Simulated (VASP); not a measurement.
# Si3N4 (I-43d) in VASP: notebook, part 2 of 2

VASP 6.6.1. Earlier steps stand in the parts before.

**3. Single point, PBEsol (10.57 Å³/atom)**

This run uses another cell than the first one, of 10.57 Å³/atom.

Contents of INCAR:

```
PREC = Accurate ; ENCUT = 520
EDIFF = 1E-6 ; ISMEAR = 0
SIGMA = 0.02 ; LREAL = False
LASPH = True ; NELM = 60
ALGO = Normal ; ISIF = 2
LWAVE = False ; LCHARG = False
GGA = PS ; NBANDS = 45
```

Contents of KPOINTS:

```
regular mesh
0
Gamma
  6 6 6
```

Contents of POSCAR:

```
Si3N4
1.0
   -3.3317251921      3.3317251921      3.3317251921
    3.3317251921     -3.3317251921      3.3317251921
    3.3317251921      3.3317251921     -3.3317251921
Si N
6 8
Direct
    0.2500000000      0.1250000000      0.8750000000
    0.8750000000      0.2500000000      0.1250000000
    0.7500000000      0.3750000000      0.6250000000
    0.6250000000      0.7500000000      0.3750000000
    0.1250000000      0.8750000000      0.2500000000
    0.3750000000      0.6250000000      0.7500000000
    0.5679681617      0.5679681617      0.5679681617
    0.4320318383      0.5000000000      0.0000000000
    0.5000000000      0.0000000000      0.9320318383
    0.0000000000      0.4320318383      0.5000000000
    0.9320318383      0.5000000000      0.0000000000
    0.0679681617      0.0679681617      0.0679681617
    0.0000000000      0.9320318383      0.5000000000
    0.5000000000      0.0000000000      0.4320318383
```

Potentials or basis: VASP PAW PBE potentials, release 64 (Si, N).

Started as:

```
> cat potpaw_PBE.64/Si/POTCAR potpaw_PBE.64/N/POTCAR > POTCAR
> mpirun -np 1 vasp_std > vasp.out
```

OUTCAR:

```text
PREC = Accurate
   ENCUT = 520
   EDIFF = 1E-6
   ISMEAR = 0
   LREAL = False
   LASPH = True
   NELM = 60
   ISIF = 2
   GGA = PS

 ion  position               nearest neighbor table
   1  0.250  0.125  0.875-   8 1.80   9 1.80  12 1.80  13 1.80   6 3.12   2 3.12   4 3.12   2 3.12
                             5 3.12   6 3.12   4 3.12   5 3.12
   2  0.875  0.250  0.125-  10 1.80  12 1.80  11 1.80   9 1.80   3 3.12   5 3.12   1 3.12   3 3.12
                             1 3.12   6 3.12   5 3.12   6 3.12
   3  0.750  0.375  0.625-   7 1.80  11 1.80  10 1.80  14 1.80   4 3.12   6 3.12   2 3.12   2 3.12
                             4 3.12   5 3.12   6 3.12   5 3.12
   4  0.625  0.750  0.375-   7 1.80   8 1.80  13 1.80  14 1.80   6 3.12   1 3.12   3 3.12   3 3.12
                             5 3.12   1 3.12   5 3.12   6 3.12
   5  0.125  0.875  0.250-  11 1.80  12 1.80  13 1.80  14 1.80   3 3.12   1 3.12   2 3.12   4 3.12
                             4 3.12   2 3.12   3 3.12   1 3.12
   6  0.375  0.625  0.750-   7 1.80   8 1.80   9 1.80  10 1.80   2 3.12   1 3.12   3 3.12   4 3.12
                             1 3.12   4 3.12   3 3.12   2 3.12
   7  0.568  0.568  0.568-   3 1.80   4 1.80   6 1.80
   8  0.432  0.500  0.000-   1 1.80   4 1.80   6 1.80
   9  0.500  0.000  0.932-   1 1.80   2 1.80   6 1.80
  10  0.000  0.432  0.500-   2 1.80   3 1.80   6 1.80
  11  0.932  0.500  0.000-   3 1.80   2 1.80   5 1.80
  12  0.068  0.068  0.068-   1 1.80   2 1.80   5 1.80
  13  0.000  0.932  0.500-   1 1.80   4 1.80   5 1.80
  14  0.500  0.000  0.432-   4 1.80   3 1.80   5 1.80

  LATTYP: Found a body centered cubic cell.
 ALAT       =     6.6634503842

  Lattice vectors:

 A1 = (  -3.3317251921,   3.3317251921,   3.3317251921)
 A2 = (   3.3317251921,  -3.3317251921,   3.3317251921)
 A3 = (   3.3317251921,   3.3317251921,  -3.3317251921)

Analysis of symmetry for initial positions (statically):
=====================================================================
 Subroutine PRICEL returns:
 Original cell was already a primitive cell.

[... 174 lines left out ...]
 NGX is ok and might be reduce to    48
   NGX = 21   NGY = 21   NGZ = 21

 number of electron      63.9999997 magnetization

 Free energy of the ion-electron system (eV)
  ---------------------------------------------------
  ext. energy  EPLUGINS =         0.00000000
  ---------------------------------------------------
  free energy    TOTEN  =      -118.29145807 eV

  energy without entropy =     -118.29145807  energy(sigma->0) =     -118.29145807

 E-fermi :   6.8080     XC(G=0): -11.1932

 val. band max:        6.6812826574   @ k =   0.3333   0.3333   0.0000
 cond. band min:      10.2560594981   @ k =   0.0000   0.0000   0.0000
 fundamental gap:      3.5747768407
 Fermi energy:         6.8079917335

 k-point     1 :       0.0000    0.0000    0.0000
  band No.  band energies     occupation
      1     -10.8456      2.00000
      2      -8.2371      2.00000
      3      -8.2371      2.00000
      4      -8.2371      2.00000
      5      -7.7317      2.00000
      6      -7.7317      2.00000
[... 741 lines left out ...]
     43      14.2288      0.00000
     44      14.2288      0.00000
 [bands above 44 left out]

------------------------ aborting loop because EDIFF is reached ----------------------------------------

  FORCE on cell =-STRESS in cart. coord.  units (eV):
  Direction    XX          YY          ZZ          XY          YZ          ZX
  --------------------------------------------------------------------------------------
  -------------------------------------------------------------------------------------
  Total      -19.1004226    -19.1004226    -19.1004226     -0.0000000     -0.0000000      0.0000000
  in kB     -206.8645383   -206.8645383   -206.8645383     -0.0000000     -0.0000000      0.0000000
  external PRESSURE =    -206.8645383 kB  Pullay stress =       0.0000000 kB

 VOLUME and BASIS-vectors are now :
 -----------------------------------------------------------------------------
  energy-cutoff  :      520.00
  volume of cell :      147.93
      direct lattice vectors                 reciprocal lattice vectors
    -3.331725192  3.331725192  3.331725192     0.000000000  0.150072401  0.150072401
     3.331725192 -3.331725192  3.331725192     0.150072401  0.000000000  0.150072401
     3.331725192  3.331725192 -3.331725192     0.150072401  0.150072401  0.000000000

 POSITION                                       TOTAL-FORCE (eV/Angst)
 -----------------------------------------------------------------------------------
      2.49879      3.33173     -1.66586        -0.000000     -0.000000     -0.000000
     -1.66586      2.49879      3.33173        -0.000000     -0.000000     -0.000000
      0.83293      3.33173      1.66586        -0.000000     -0.000000      0.000000
      1.66586      0.83293      3.33173        -0.000000     -0.000000      0.000000
      3.33173     -1.66586      2.49879        -0.000000     -0.000000      0.000000
      3.33173      1.66586      0.83293        -0.000000     -0.000000      0.000000
      1.89231      1.89231      1.89231        -0.000743     -0.000743     -0.000743
      0.22645     -0.22645      3.10527        -0.000743      0.000743      0.000743
      1.43941      4.77114     -1.43941         0.000743      0.000743     -0.000743
      3.10527      0.22645     -0.22645         0.000743     -0.000743      0.000743
     -1.43941      1.43941      4.77114        -0.000743      0.000743      0.000743
      0.22645      0.22645      0.22645        -0.000743     -0.000743     -0.000743
      4.77114     -1.43941      1.43941         0.000743     -0.000743      0.000743
     -0.22645      3.10527      0.22645         0.000743      0.000743     -0.000743
 -----------------------------------------------------------------------------------
    total drift:                               -0.000000     -0.000000     -0.000001

  FREE ENERGIE OF THE ION-ELECTRON SYSTEM (eV)
  ---------------------------------------------------
  free  energy   TOTEN  =      -118.2914580747 eV

  energy  without entropy=     -118.2914580747  energy(sigma->0) =     -118.29145807
```

It took 2.3 min on 1 thread of Intel Xeon Platinum 8259CL at 2.50GHz (Skylake/Cascade Lake), shared host; peak memory 0.32 GiB.

Results:

* Free energy: -118.2915 eV
* Pressure: -20.7 GPa
* Band gap on the k mesh: 3.57 eV (least direct gap 3.65 eV)

Levels at points of the mesh, in eV from the valence-band top:
| k point | band 28 | band 29 | band 30 | band 31 | band 32 | band 33 | band 34 | band 35 | band 36 | band 37 |
| --- | --- | --- | --- | --- | --- | --- | --- | --- | --- | --- |
| (0.00, 0.00, 0.00) | -1.83 | -0.17 | -0.17 | -0.17 | -0.08 | 3.57 | 4.05 | 4.05 | 4.05 | 4.44 |
| (0.50, 0.00, 0.00) | -1.86 | -1.20 | -1.20 | -0.02 | -0.02 | 4.54 | 4.54 | 5.12 | 5.12 | 5.72 |
| (0.50, 0.50, 0.50) | -1.74 | -1.74 | -1.74 | -1.13 | -1.13 | 4.94 | 4.94 | 4.94 | 4.94 | 4.94 |

Caveat: the cell stands under tension; the PAW data sets were made with another functional, which shifts forces and pressure a little.

**4. Relaxation of cell and atoms, PBEsol**

This run uses another cell than the first one, of 9.69 Å³/atom.

Contents of INCAR:

```
SYSTEM = Si3N4
PREC     = Accurate       ! precision mode
ENCUT    = 600            ! plane-wave cutoff, eV
EDIFF    = 1E-7           ! SCF threshold, eV
ISMEAR   = 0              ! smearing method
SIGMA    = 0.02           ! smearing width, eV
LREAL    = .False.        ! projectors in reciprocal space
LASPH    = .True.         ! aspherical terms in the spheres
NELM     = 60             ! most SCF steps
ALGO     = Normal         ! electronic algorithm
ISIF     = 3              ! what is computed and relaxed
LWAVE    = .False.        ! write WAVECAR
LCHARG   = .False.        ! write CHGCAR
GGA      = PS             ! functional
IBRION   = 2              ! ionic algorithm
NSW      = 100            ! ionic steps
EDIFFG   = -0.005         ! ionic threshold
```

Contents of KPOINTS:

```
regular mesh
0
Gamma
  6 6 6
  0 0 0
```

Contents of POSCAR:

```
Si3N4
1.0
   -3.2373500000      3.2373500000      3.2373500000
    3.2373500000     -3.2373500000      3.2373500000
    3.2373500000      3.2373500000     -3.2373500000
Si N
6 8
Direct
    0.2500000000      0.1250000000      0.8750000000
    0.8750000000      0.2500000000      0.1250000000
    0.7500000000      0.3750000000      0.6250000000
    0.6250000000      0.7500000000      0.3750000000
    0.1250000000      0.8750000000      0.2500000000
    0.3750000000      0.6250000000      0.7500000000
    0.5628000000      0.5628000000      0.5628000000
    0.4372000000      0.5000000000      0.0000000000
    0.5000000000      0.0000000000      0.9372000000
    0.0000000000      0.4372000000      0.5000000000
    0.9372000000      0.5000000000      0.0000000000
    0.0628000000      0.0628000000      0.0628000000
    0.0000000000      0.9372000000      0.5000000000
    0.5000000000      0.0000000000      0.4372000000
```

Potentials or basis: VASP PAW PBE potentials, release 64 (Si, N).

Started as:

```
> cat potpaw_PBE.64/Si/POTCAR potpaw_PBE.64/N/POTCAR > POTCAR
> mpirun -np 1 vasp_std > vasp.out
```

OUTCAR:

```text
SYSTEM = Si3N4
   PREC = Accurate
   ENCUT = 600
   EDIFF = 1E-7
   ISMEAR = 0
   LREAL = .False.
   LASPH = .True.
   NELM = 60
   ISIF = 3
   GGA = PS
   IBRION = 2
   NSW = 100
   EDIFFG = -0.005

 ion  position               nearest neighbor table
   1  0.250  0.125  0.875-  12 1.75   9 1.75   8 1.75  13 1.75   4 3.03   6 3.03   2 3.03   5 3.03
                             6 3.03   4 3.03   2 3.03   5 3.03
   2  0.875  0.250  0.125-  10 1.75  11 1.75  12 1.75   9 1.75   5 3.03   6 3.03   1 3.03   6 3.03
                             3 3.03   1 3.03   3 3.03   5 3.03
   3  0.750  0.375  0.625-   7 1.75  10 1.75  11 1.75  14 1.75   6 3.03   5 3.03   4 3.03   5 3.03
                             2 3.03   2 3.03   4 3.03   6 3.03
   4  0.625  0.750  0.375-   7 1.75   8 1.75  13 1.75  14 1.75   3 3.03   5 3.03   1 3.03   6 3.03
                             1 3.03   5 3.03   6 3.03   3 3.03
   5  0.125  0.875  0.250-  11 1.75  12 1.75  13 1.75  14 1.75   1 3.03   4 3.03   3 3.03   2 3.03
                             3 3.03   4 3.03   1 3.03   2 3.03
   6  0.375  0.625  0.750-  10 1.75   8 1.75   9 1.75   7 1.75   4 3.03   1 3.03   2 3.03   1 3.03
                             3 3.03   2 3.03   4 3.03   3 3.03
   7  0.563  0.563  0.563-   4 1.75   3 1.75   6 1.75
   8  0.437  0.500  0.000-   1 1.75   4 1.75   6 1.75
   9  0.500  0.000  0.937-   1 1.75   6 1.75   2 1.75
  10  0.000  0.437  0.500-   6 1.75   3 1.75   2 1.75
  11  0.937  0.500  0.000-   5 1.75   3 1.75   2 1.75
  12  0.063  0.063  0.063-   1 1.75   2 1.75   5 1.75
  13  0.000  0.937  0.500-   1 1.75   4 1.75   5 1.75
  14  0.500  0.000  0.437-   4 1.75   5 1.75   3 1.75

  LATTYP: Found a body centered cubic cell.
 ALAT       =     6.4747000000

  Lattice vectors:

 A1 = (  -3.2373500000,   3.2373500000,   3.2373500000)
 A2 = (   3.2373500000,  -3.2373500000,   3.2373500000)
 A3 = (   3.2373500000,   3.2373500000,  -3.2373500000)

Analysis of symmetry for initial positions (statically):
=====================================================================
 Subroutine PRICEL returns:
 Original cell was already a primitive cell.

 Routine SETGRP: Setting up the symmetry group for a
 body centered cubic supercell.

 Subroutine GETGRP returns: Found 24 space group operations
 (whereof  3 operations were pure point group operations)
 out of a pool of 48 trial point group operations.

The static configuration has the point symmetry C_3 .
[... 146 lines left out ...]
   EFERMI_NEDOS =   21; number of points for ismear=-14 and -15
   IALGO  =     38    algorithm
   IMIX   =      4    mixing-type and parameters
     AMIX     =   0.40;   BMIX     =  1.00
     AMIX_MAG =   1.60;   BMIX_MAG =  1.00
  volume/ion in A,a.u.               =       9.69        65.42
  Fermi-wavevector in a.u.,A,eV,Ry     =   1.274261  2.408005 22.092350  1.623742
  Thomas-Fermi vector in A             =   2.407039
   LORBIT       =      0    0 simple, 1 ext, 2 COOP (PROOUT), +10 PAW based schemes
   GGA     = PS    functional components
   LHFCALC =     F    Hartree Fock is set to
   AEXX    =    0.0000 exact exchange contribution
   IVDW    =     0    specifies the selected vdW correction
   LEPSILON=     F    determine dielectric tensor
   LRPA    =     F    only Hartree local field effects (RPA)
 conjugate gradient relaxation of ions
 non-spin polarized calculation
 Gauss-broadening in eV      SIGMA  =   0.02
  energy-cutoff  :      600.00
  volume of cell :      135.72
 maximum number of plane-waves:      4556
 NGX is ok and might be reduce to    48
   NGX = 23   NGY = 23   NGZ = 23

--------------------------------------- Ionic step        1  -------------------------------------------

 number of electron      63.9999991 magnetization

 Free energy of the ion-electron system (eV)
  ---------------------------------------------------
  ext. energy  EPLUGINS =         0.00000000
  ---------------------------------------------------
  free energy    TOTEN  =      -119.21687960 eV

  energy without entropy =     -119.21687960  energy(sigma->0) =     -119.21687960

------------------------ aborting loop because EDIFF is reached ----------------------------------------

  FORCE on cell =-STRESS in cart. coord.  units (eV):
  Direction    XX          YY          ZZ          XY          YZ          ZX
  --------------------------------------------------------------------------------------
  -------------------------------------------------------------------------------------
  Total       -1.8628523     -1.8628523     -1.8628523      0.0000000     -0.0000000      0.0000000
  in kB      -21.9917636    -21.9917636    -21.9917636      0.0000000     -0.0000000      0.0000000
  external PRESSURE =     -21.9917636 kB  Pullay stress =       0.0000000 kB
[... 179 lines left out ...]
--------------------------------------- Ionic step        5  -------------------------------------------

 number of electron      63.9999994 magnetization

 Free energy of the ion-electron system (eV)
  ---------------------------------------------------
  ext. energy  EPLUGINS =         0.00000000
  ---------------------------------------------------
  free energy    TOTEN  =      -119.22564143 eV

  energy without entropy =     -119.22564143  energy(sigma->0) =     -119.22564143

 E-fermi :   7.8204     XC(G=0): -11.6265

 val. band max:        7.7198539628   @ k =   0.3333   0.3333   0.0000
 cond. band min:      11.6923114768   @ k =  -0.1667   0.1667   0.1667
 fundamental gap:      3.9724575140
 Fermi energy:         7.8204282253

 k-point     1 :       0.0000    0.0000    0.0000
  band No.  band energies     occupation
      1     -10.5183      2.00000
      2      -7.5679      2.00000
      3      -7.5679      2.00000
      4      -7.5679      2.00000
      5      -7.0529      2.00000
      6      -7.0529      2.00000
[... 718 lines left out ...]
  FREE ENERGIE OF THE ION-ELECTRON SYSTEM (eV)
  ---------------------------------------------------
  free  energy   TOTEN  =      -119.2256414343 eV

  energy  without entropy=     -119.2256414343  energy(sigma->0) =     -119.22564143

 reached required accuracy - stopping structural energy minimisation
```

OSZICAR:

```text
N       E                     dE             d eps       ncg     rms          rms(c)
DAV:   1     0.304876132412E+03    0.30488E+03   -0.34501E+04  1280   0.166E+03
DAV:   2    -0.109523678348E+03   -0.41440E+03   -0.39637E+03  1624   0.328E+02
[... 42 lines left out ...]
DAV:   1    -0.119224933247E+03    0.12322E-03   -0.72920E-01  1280   0.460E+00    0.109E-01
DAV:   2    -0.119225823306E+03   -0.89006E-03   -0.10783E-02  1632   0.499E-01    0.750E-02
DAV:   3    -0.119225693494E+03    0.12981E-03   -0.17344E-04  1592   0.784E-02    0.435E-02
DAV:   4    -0.119225637072E+03    0.56421E-04   -0.20271E-04  1552   0.819E-02    0.978E-03
DAV:   5    -0.119225641474E+03   -0.44018E-05   -0.44768E-05  1512   0.346E-02    0.813E-03
DAV:   6    -0.119225641434E+03    0.39865E-07   -0.78273E-07  1576   0.459E-03
   5 F= -.11922564E+03 E0= -.11922564E+03  d E =-.971345E-03
```

CONTCAR:

```text
Si3N4
   1.00000000000000
    -3.2278885864114613    3.2278885864114613    3.2278885864114613
     3.2278885864114613   -3.2278885864114613    3.2278885864114613
     3.2278885864114613    3.2278885864114613   -3.2278885864114613
  Si              N
     6     8
Direct
     0.2500000000000000    0.1250000000000000    0.8750000000000000
[... 17 lines left out ...]
  0.00000000E+00  0.00000000E+00  0.00000000E+00
  0.00000000E+00  0.00000000E+00  0.00000000E+00
  0.00000000E+00  0.00000000E+00  0.00000000E+00
  0.00000000E+00  0.00000000E+00  0.00000000E+00
  0.00000000E+00  0.00000000E+00  0.00000000E+00
  0.00000000E+00  0.00000000E+00  0.00000000E+00
  0.00000000E+00  0.00000000E+00  0.00000000E+00
  0.00000000E+00  0.00000000E+00  0.00000000E+00
  0.00000000E+00  0.00000000E+00  0.00000000E+00
  0.00000000E+00  0.00000000E+00  0.00000000E+00
  0.00000000E+00  0.00000000E+00  0.00000000E+00
```

It took 7.4 min on 1 thread of Intel Xeon Platinum 8259CL at 2.50GHz (Skylake/Cascade Lake), shared host; peak memory 0.35 GiB.

What came out:

* Free energy: -119.2256 eV
* Relaxed volume: 9.61 Å³/atom
* Relaxed cell: a = 5.591 Å, b = 5.591 Å, c = 5.591 Å, α = 109.47°, β = 109.47°, γ = 109.47°
* Space group after relaxing (to 0.1 Å): I-43d (No. 220)
* Energy gained by relaxing: 0.6 meV/atom
* Ionic steps: 5
* Pressure after relaxing: 0.0 GPa
* Largest force after relaxing: 0.004 eV/Å
* Band gap on the k mesh: 3.97 eV (least direct gap 4.14 eV)

Forces in eV/Å, atoms in the order of the input:
```
Si   0.000  0.000  0.000
Si   0.000  0.000  0.000
Si   0.000  0.000  0.000
Si   0.000  0.000  0.000
Si   0.000  0.000  0.000
Si   0.000  0.000  0.000
N   -0.002 -0.002 -0.002
N   -0.002  0.002  0.002
N    0.002  0.002 -0.002
N    0.002 -0.002  0.002
N   -0.002  0.002  0.002
N   -0.002 -0.002 -0.002
N    0.002 -0.002  0.002
N    0.002  0.002 -0.002
```

Step by step:
```
step  energy change (eV)  largest force (eV/Å)  pressure (GPa)  volume (Å³)
   1              0.0000                0.0168           -2.20       135.72
   2              0.0061                0.0614            3.09       133.12
   3             -0.0078                0.0356            0.01       134.60
   4             -0.0082                0.0276            0.01       134.58
   5             -0.0088                0.0037            0.00       134.53
```

Final structure:
```cif
data_structure
_symmetry_space_group_name_H-M 'P 1'
_symmetry_Int_Tables_number 1
_cell_length_a 5.5909
_cell_length_b 5.5909
_cell_length_c 5.5909
_cell_angle_alpha 109.471
_cell_angle_beta 109.471
_cell_angle_gamma 109.471
_cell_volume 134.53
loop_
_atom_site_label
_atom_site_type_symbol
_atom_site_fract_x
_atom_site_fract_y
_atom_site_fract_z
_atom_site_occupancy
Si1 Si 0.25000 0.12500 0.87500 1
Si2 Si 0.87500 0.25000 0.12500 1
Si3 Si 0.75000 0.37500 0.62500 1
Si4 Si 0.62500 0.75000 0.37500 1
Si5 Si 0.12500 0.87500 0.25000 1
Si6 Si 0.37500 0.62500 0.75000 1
N1 N 0.56164 0.56164 0.56164 1
N2 N 0.43836 0.50000 0.00000 1
N3 N 0.50000 0.00000 0.93836 1
N4 N 0.00000 0.43836 0.50000 1
N5 N 0.93836 0.50000 0.00000 1
N6 N 0.06164 0.06164 0.06164 1
N7 N 0.00000 0.93836 0.50000 1
N8 N 0.50000 0.00000 0.43836 1
```

Caveat: the PAW data sets were made with another functional, which shifts forces and pressure a little. A k mesh can miss the band edges.

**5. The runs side by side**

| task | cell | cutoff (eV) | gap on the mesh (eV) | pressure (GPa) |
| --- | --- | --- | --- | --- |
| relaxation of the atoms | atoms relaxed from a = 5.534 Å, angles 109.5°, 14 atoms, atomic positions A | 520 | 4.03 | 8.6 |
| single point | a = 5.771 Å, angles 109.5°, 14 atoms, atomic positions B | 520 | 3.57 | -20.7 |
| relaxation of cell and atoms | relaxed from a = 5.607 Å, angles 109.5°, 14 atoms, atomic positions C | 600 | 3.97 | 0.0 |

Alike in all rows: level PBEsol; potentials or basis VASP PAW PBE potentials, release 64 (Si, N); no spin polarisation; k mesh 6 × 6 × 6; smearing gaussian 0.02 eV.

Caveats: the PAW data sets were made with another functional, which shifts forces and pressure a little; the cell stands under tension (at least some runs).

Absolute energies hang on the potentials; compare differences alone.
